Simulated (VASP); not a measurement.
The system is CaO.

```
Ca O
1.0
     0.00000    2.35449    2.35449
     2.35449    0.00000    2.35449
     2.35449    2.35449    0.00000
Ca O
1 1
Cartesian
  0.0000 0.0000 0.0000
  2.3545 2.3545 2.3545
```

Base run:

- Program: VASP 6.6.1
- Functional: PBE
- Potentials or basis: VASP PAW PBE potentials, release 64 (Ca_sv, O)
- Cutoff: 520 eV
- k mesh: 10 × 10 × 10
- Occupations: fermi-dirac, width 0.05 eV
- Spin: no spin polarisation

Its results: band gap on the k mesh 3.61 eV (least direct gap 3.97 eV); pressure 10.3 GPa.

Q: After a change of settings the same cell gave: band gap on the k mesh 3.50 eV (least direct gap 3.86 eV); pressure 5.4 GPa. Which change was it?
A. functional from PBE to PBEsol
B. functional from PBE to r2SCAN; further incar settings from ALGO = Normal; EDIFF = 1e-07; NBANDS = 15 to ALGO = Normal; EDIFF = 1e-06; NBANDS = 15
C. functional from PBE to r2SCAN; dispersion from none to D3(BJ)
D. functional from PBE to BLYP

A: A.

PBEsol binds more tightly than PBE, so the same cell stands under less pressure.

Caveats: the cell stands under pressure; the PAW data sets were made with another functional, which shifts forces and pressure a little (at least some runs).
